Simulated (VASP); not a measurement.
# Au (P6_3/mmc) in VASP: further runs

Au is run at these levels: RPBE; tasks: single point, relaxation of cell and atoms.

Program: VASP 6.6.1. These are calculated values, not measurements. Logs are shortened: lines on timing, memory, paths and dates and some standing lists are left out, and cuts for length are marked.

## 1. The cell of the first run

It takes space group P6_3/mmc (No. 194, hexagonal). The conventional cell has a = 2.945 Å, b = 2.945 Å, c = 9.861 Å, α = 90.00°, β = 90.00°, γ = 120.00°. Within 3.9 Å of Au (site symmetry -3m) lie 12 Au at 2.95 to 2.99 Å. Au (site symmetry -6m2) has 12 Au at 2.95 to 2.99 Å within 3.9 Å.

## 2. Single point, RPBE

INCAR

```
SYSTEM = Au
PREC = Accurate
ENCUT = 520
EDIFF = 1E-6
ISMEAR = -1
SIGMA = 0.1
LREAL = .False.
LASPH = .True.
NELM = 60
ALGO = Normal
ISIF = 2
LWAVE = .False.
LCHARG = .False.
GGA = RP
NBANDS = 30
```

KPOINTS

```
Automatic mesh
0
Gamma
  16 16 5
  0 0 0
```

POSCAR

```
Au
1.0
    2.9452197828      0.0000000000      0.0000000000
   -1.4726098914      2.5506351517      0.0000000000
    0.0000000000      0.0000000000      9.8613586308
Au
4
Direct
    0.0000000000      0.0000000000      0.0000000000
    0.0000000000      0.0000000000      0.5000000000
    0.3333333333      0.6666666667      0.2500000000
    0.6666666667      0.3333333333      0.7500000000
```

Potentials or basis: VASP PAW PBE potentials, release 64 (Au).

Launch:

```console
> cat potpaw_PBE.64/Au/POTCAR > POTCAR
> mpirun -np 1 vasp_std > vasp.out
```

OUTCAR:

```text
SYSTEM = Au
   PREC = Accurate
   ENCUT = 520
   EDIFF = 1E-6
   ISMEAR = -1
   LREAL = .False.
   LASPH = .True.
   NELM = 60
   ISIF = 2
   GGA = RP

 ion  position               nearest neighbor table
   1  0.000  0.000  0.000-   3 2.99   4 2.99   4 2.99   3 2.99   4 2.99   3 2.99
   2  0.000  0.000  0.500-   3 2.99   4 2.99   4 2.99   3 2.99   4 2.99   3 2.99
   3  0.333  0.667  0.250-   1 2.99   2 2.99   1 2.99   2 2.99   1 2.99   2 2.99
   4  0.667  0.333  0.750-   1 2.99   2 2.99   1 2.99   2 2.99   1 2.99   2 2.99

  LATTYP: Found a hexagonal cell.
 ALAT       =     2.9452197828
 C/A-ratio  =     3.3482589953

  Lattice vectors:

 A1 = (   2.9452197828,   0.0000000000,   0.0000000000)
 A2 = (  -1.4726098914,   2.5506351517,   0.0000000000)
 A3 = (   0.0000000000,   0.0000000000,   9.8613586308)

Analysis of symmetry for initial positions (statically):
=====================================================================
 Subroutine PRICEL returns:
 Original cell was already a primitive cell.

 Routine SETGRP: Setting up the symmetry group for a
 hexagonal supercell.

 Subroutine GETGRP returns: Found 24 space group operations
 (whereof 12 operations were pure point group operations)
 out of a pool of 24 trial point group operations.

The static configuration has the point symmetry D_3d.
 The point group associated with its full space group is D_6h.

Analysis of symmetry for dynamics (positions and initial velocities):
=====================================================================
 Subroutine PRICEL returns:
 Original cell was already a primitive cell.

 Routine SETGRP: Setting up the symmetry group for a
 hexagonal supercell.

 Subroutine GETGRP returns: Found 24 space group operations
 (whereof 12 operations were pure point group operations)
 out of a pool of 24 trial point group operations.

The dynamic configuration has the point symmetry D_3d.
 The point group associated with its full space group is D_6h.

 Subroutine INISYM returns: Found 24 space group operations
 (whereof 12 operations are pure point group operations),
 and found     1 'primitive' translations

----------------------------------------------------------------------------------------

                                     Primitive cell

  volume of cell :      74.0803

  direct lattice vectors                    reciprocal lattice vectors
     2.945219783  0.000000000  0.000000000     0.339533235  0.196029604  0.000000000
    -1.472609891  2.550635152  0.000000000     0.000000000  0.392059209  0.000000000
     0.000000000  0.000000000  9.861358631     0.000000000  0.000000000  0.101405905

  length of vectors
     2.945219783  2.945219783  9.861358631     0.392059209  0.392059209  0.101405905

  position of ions in fractional coordinates (direct lattice)
     0.000000000  0.000000000  0.000000000
     0.000000000  0.000000000  0.500000000
     0.333333333  0.666666667  0.250000000
     0.666666667  0.333333333  0.750000000

  ion indices of the primitive-cell ions
   primitive index   ion index
                 1           1
                 2           2
                 3           3
                 4           4

----------------------------------------------------------------------------------------

 KPOINTS: Automatic mesh

Automatic generation of k-mesh.
 Grid dimensions read from file:
 generate k-points for:   16   16    5

 Generating k-lattice:

  Cartesian coordinates                     Fractional coordinates (reciprocal lattice)
     0.021220827  0.012251850  0.000000000     0.062500000  0.000000000  0.000000000
     0.000000000  0.024503701  0.000000000     0.000000000  0.062500000  0.000000000
     0.000000000  0.000000000  0.020281181     0.000000000  0.000000000  0.200000000

  Length of vectors
     0.024503701  0.024503701  0.020281181

  Shift w.r.t. Gamma in fractional coordinates (k-lattice)
     0.000000000  0.000000000  0.000000000

 Subroutine IBZKPT returns following result:
 ===========================================

 Found     90 irreducible k-points:

 Following reciprocal coordinates:
            Coordinates               Weight
  0.000000  0.000000  0.000000      1.000000
  0.062500 -0.000000  0.000000      6.000000
  0.125000 -0.000000  0.000000      6.000000
  0.187500 -0.000000  0.000000      6.000000
  0.250000 -0.000000  0.000000      6.000000
  0.312500 -0.000000  0.000000      6.000000
[... 16 lines left out ...]
  0.187500  0.187500  0.000000      6.000000
  0.250000  0.187500  0.000000     12.000000
 [... further k-points ...]
   k-points           NKPTS =     90   k-points in BZ     NKDIM =     90   number of bands    NBANDS=     30
   number of dos      NEDOS =    301   number of ions     NIONS =      4
   total plane-waves  NPLWV =  46080
   dimension x,y,z NGX =    24 NGY =   24 NGZ =   80
   dimension x,y,z NGXF=    48 NGYF=   48 NGZF=  160
   ions per type =               4
   NGX,Y,Z   is equivalent  to a cutoff of  13.55, 13.55, 13.49 a.u.
   NGXF,Y,Z  is equivalent  to a cutoff of  27.09, 27.09, 26.97 a.u.
 SYSTEM =  Au
   PREC   = accura    normal or accurate (medium, high low for compatibility)
   ISTART =      0    job   : 0-new  1-cont  2-samecut
   ICHARG =      2    charge: 1-file 2-atom 10-const
   ISPIN  =      1    spin polarized calculation?
   LNONCOLLINEAR =      F non collinear calculations
   LSORBIT =      F    spin-orbit coupling
   LASPH  =      T    aspherical Exc in radial PAW
   ENCUT  =  520.0 eV  38.22 Ry    6.18 a.u.   5.48  5.48 18.34*2*pi/ulx,y,z
   NELM   =     60;   NELMIN=  2; NELMDL= -5     # of ELM steps
   EDIFF  = 0.1E-05   stopping-criterion for ELM
   LREAL  =      F    real-space projection
   EDIFFG = 0.1E-04   stopping-criterion for IOM
   NSW    =      0    number of steps for IOM
   IBRION =     -1    ionic relax: 0-MD 1-quasi-New 2-CG
   NFREE  =      0    steps in history (QN), initial steepest desc. (CG)
   ISIF   =      2    stress and relaxation
   ISYM   =      2    0-nonsym 1-usesym 2-fastsym
   POTIM  = 0.5000    time-step for ionic-motion
   TEBEG  =    0.0;   TEEND  =   0.0 temperature during run
   PSTRESS=    0.0 pullay stress
   NELECT =      44.0000    total number of electrons
   NUPDOWN=      -1.0000    fix difference up-down
   EMIN   =  10.00;   EMAX   =-10.00  energy-range for DOS
   EFERMI =   0.00;   METHOD = LEGACY
   ISMEAR =    -1;   SIGMA  =   0.10  broadening in eV -4-tet -1-fermi 0-gaus
   EFERMI_NEDOS =   21; number of points for ismear=-14 and -15
   IALGO  =     38    algorithm
   IMIX   =      4    mixing-type and parameters
     AMIX     =   0.40;   BMIX     =  1.00
     AMIX_MAG =   1.60;   BMIX_MAG =  1.00
  volume/ion in A,a.u.               =      18.52       124.98
  Fermi-wavevector in a.u.,A,eV,Ry     =   1.376126  2.600501 25.765653  1.893722
  Thomas-Fermi vector in A             =   2.501399
   LORBIT       =      0    0 simple, 1 ext, 2 COOP (PROOUT), +10 PAW based schemes
   GGA     = RP    functional components
   LHFCALC =     F    Hartree Fock is set to
   AEXX    =    0.0000 exact exchange contribution
   IVDW    =     0    specifies the selected vdW correction
   LEPSILON=     F    determine dielectric tensor
   LRPA    =     F    only Hartree local field effects (RPA)
 non-spin polarized calculation
  energy-cutoff  :      520.00
  volume of cell :       74.08
 maximum number of plane-waves:      2047
 NGX is ok and might be reduce to    24
   NGX = 11   NGY = 11   NGZ = 37

 number of electron      43.9999994 magnetization

 Free energy of the ion-electron system (eV)
  ---------------------------------------------------
  ext. energy  EPLUGINS =         0.00000000
  ---------------------------------------------------
  free energy    TOTEN  =       -10.54893001 eV

  energy without entropy =      -10.50546558  energy(sigma->0) =      -10.52719779

 E-fermi :   8.2368     XC(G=0): -12.1267

 val. band max:        8.2268298359   @ k =   0.5000  -0.0000   0.2000
 cond. band min:       8.2873578881   @ k =   0.4375  -0.0000   0.0000
 fundamental gap:      0.0605280521
 Fermi energy:         8.2367564607

 k-point     1 :       0.0000    0.0000    0.0000
  band No.  band energies     occupation
      1      -0.7131      2.00000
      2       0.8790      2.00000
      3       0.8836      2.00000
      4       1.6075      2.00000
      5       3.8477      2.00000
      6       3.8597      2.00000
[... 22 lines left out ...]
     29      22.7151      0.00000
     30      23.6947      0.00000

 k-point     2 :       0.0625   -0.0000    0.0000
  band No.  band energies     occupation
      1      -0.5978      2.00000
      2       0.9890      2.00000
      3       0.9936      2.00000
      4       1.7017      2.00000
      5       3.7363      2.00000
      6       3.8046      2.00000
[... 22 lines left out ...]
     29      22.8011      0.00000
     30      23.6252      0.00000

 k-point     3 :       0.1250   -0.0000    0.0000
  band No.  band energies     occupation
      1      -0.2611      2.00000
      2       1.2987      2.00000
      3       1.3030      2.00000
      4       1.9627      2.00000
      5       3.5034      2.00000
      6       3.6469      2.00000
[... 22 lines left out ...]
     29      22.8019      0.00000
     30      22.9068      0.00000

 k-point     4 :       0.1875   -0.0000    0.0000
  band No.  band energies     occupation
      1       0.2648      2.00000
      2       1.7230      2.00000
      3       1.7263      2.00000
      4       2.3045      2.00000
      5       3.2821      2.00000
      6       3.4513      2.00000
[... 22 lines left out ...]
     29      21.4171      0.00000
     30      21.4429      0.00000

 k-point     5 :       0.2500   -0.0000    0.0000
  band No.  band energies     occupation
      1       0.9032      2.00000
      2       2.0510      2.00000
      3       2.0583      2.00000
      4       2.5224      2.00000
      5       3.1415      2.00000
      6       3.2405      2.00000
[... 22 lines left out ...]
     29      20.0552      0.00000
     30      20.3075      0.00000
[... 526 lines left out ...]
     29      15.9314      0.00000
     30      17.7942      0.00000

 k-point    22 :       0.4375    0.1250    0.0000
  band No.  band energies     occupation
      1       2.0064      2.00000
      2       2.0976      2.00000
      3       2.3643      2.00000
      4       2.7134      2.00000
      5       2.8851      2.00000
      6       3.1855      2.00000
[... 22 lines left out ...]
     29      16.5516      0.00000
     30      17.2870      0.00000

 k-point    23 :       0.1875    0.1875    0.0000
  band No.  band energies     occupation
      1       1.8407      2.00000
      2       2.4510      2.00000
      3       2.4710      2.00000
      4       3.0328      2.00000
      5       3.1408      2.00000
      6       3.1484      2.00000
[... 22 lines left out ...]
     29      18.2577      0.00000
     30      18.8634      0.00000

 k-point    24 :       0.2500    0.1875    0.0000
  band No.  band energies     occupation
      1       2.3006      2.00000
      2       2.4769      2.00000
      3       2.5981      2.00000
      4       2.9092      2.00000
      5       3.0292      2.00000
      6       3.2384      2.00000
[... 22 lines left out ...]
     29      16.6590      0.00000
     30      18.0271      0.00000

 [... further k-points ...]
[... 5 lines left out ...]
  --------------------------------------------------------------------------------------
  -------------------------------------------------------------------------------------
  Total        0.0503741      0.0503741     -0.2738147      0.0000000      0.0000000      0.0000000
  in kB        1.0894702      1.0894702     -5.9219469      0.0000000      0.0000000      0.0000000
  external PRESSURE =      -1.2476688 kB  Pullay stress =       0.0000000 kB

 VOLUME and BASIS-vectors are now :
 -----------------------------------------------------------------------------
  energy-cutoff  :      520.00
  volume of cell :       74.08
      direct lattice vectors                 reciprocal lattice vectors
     2.945219783  0.000000000  0.000000000     0.339533235  0.196029604  0.000000000
    -1.472609891  2.550635152  0.000000000     0.000000000  0.392059209  0.000000000
     0.000000000  0.000000000  9.861358631     0.000000000  0.000000000  0.101405905

 POSITION                                       TOTAL-FORCE (eV/Angst)
 -----------------------------------------------------------------------------------
      0.00000      0.00000      0.00000         0.000000     -0.000000      0.000000
      0.00000      0.00000      4.93068         0.000000     -0.000000      0.000000
     -0.00000      1.70042      2.46534        -0.000000     -0.000000     -0.000000
      1.47261      0.85021      7.39602         0.000000      0.000000      0.000000
 -----------------------------------------------------------------------------------
    total drift:                               -0.000000      0.000000     -0.000000

  FREE ENERGIE OF THE ION-ELECTRON SYSTEM (eV)
  ---------------------------------------------------
  free  energy   TOTEN  =       -10.5489300083 eV

  energy  without entropy=      -10.5054655798  energy(sigma->0) =      -10.52719779
```

Run time: 70 s. Hardware: 1 thread of Intel Xeon 6975P-C (Granite Rapids), shared host; peak memory 0.3 GiB.

Results:

- Free energy: -10.5489 eV
- Pressure: -0.1 GPa
- Band gap on the k mesh: zero (band 22 reaches 11.04 eV, above the bottom of band 23 at 6.08 eV)

Caveat: the PAW data sets were made with another functional, which shifts forces and pressure a little; spin-orbit coupling is left out, which moves the levels of the heavy elements.

(Continued in part 2 of 2.)
